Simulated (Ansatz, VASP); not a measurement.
**AlNi3: VASP beside Ansatz**

The input INCAR:

```
  ALGO = Fast
  EDIFF = 1E-6
  ENCUT = 520
  GGA = PS
  ISIF = 2
  ISMEAR = 0
  LASPH = T
  LCHARG = F
  LREAL = F
  LWAVE = F
  NBANDS = 24
  NELM = 60
  PREC = Accurate
  SIGMA = 0.15
```

KPOINTS

```
k-points
0
Gamma
  14 14 14
```

File POSCAR:

```
AlNi3
1.0
    0.0000000000      2.7984078593      2.7984078593
    2.7984078593      0.0000000000      2.7984078593
    2.7984078593      2.7984078593      0.0000000000
Al Ni
1 3
Direct
    0.3927961844      0.3927961844      0.5313992706
    0.2500000000      0.2500000000      0.2500000000
    0.0000000000      0.0000000000      0.0000000000
    0.7500000000      0.7500000000      0.7500000000
```

Input for Ansatz:

```yaml
crystal:
  lattice:
    - [0.0, 2.7984078593, 2.7984078593]
    - [2.7984078593, 0.0, 2.7984078593]
    - [2.7984078593, 2.7984078593, 0.0]
  atoms:
    - { symbol: Al, position: [0.3927961844, 0.3927961844, 0.5313992706] }
    - { symbol: Ni, position: [0.25, 0.25, 0.25] }
    - { symbol: Ni, position: [0.0, 0.0, 0.0] }
    - { symbol: Ni, position: [0.75, 0.75, 0.75] }
basis:
  ecutwfc: 420
kpoints:
  mp_grid: { grid: [14, 14, 14] }
hamiltonian:
  xc: pbesol
scf:
  occupations: { method: gaussian, width: 0.15 }
output:
  forces: true
  stress: true
  eigenvalues: true
```

Alike in both runs: task single point; functional PBEsol; k mesh 14 × 14 × 14; occupations gaussian, width 0.15 eV; no spin polarisation.

|  | VASP | Ansatz |
| --- | --- | --- |
| version | VASP 6.6.1 | Ansatz 0.2.0 |
| potentials or method | VASP PAW PBE potentials, release 64 (Al, Ni), cutoff 520 eV | scalar-relativistic, plane waves, PAW |
| valence electrons in the cell | 33 | 57 |

|  | VASP | Ansatz | Ansatz less VASP |
| --- | --- | --- | --- |
| gap on the k mesh at the Fermi level (eV) | none | none | - |
| pressure (GPa) | 23.3 | 23.1 | -0.11 |
| traceless stress, the component that is largest in VASP (GPa) | 9.93 | 9.85 | -0.085 |
| rms of the force components (eV/Å) | 3.446 | 3.412 | -0.0341 |

VASP's potentials were made for PBE, not for PBEsol. Atom by atom the forces differ by 0.035 eV/Å (rms over components). A gap of «none» marks a metal or a gap that the smearing closes. VASP's potentials hold 33 valence electrons a cell and Ansatz's 57, so a difference there can come from the potentials and not from the codes.
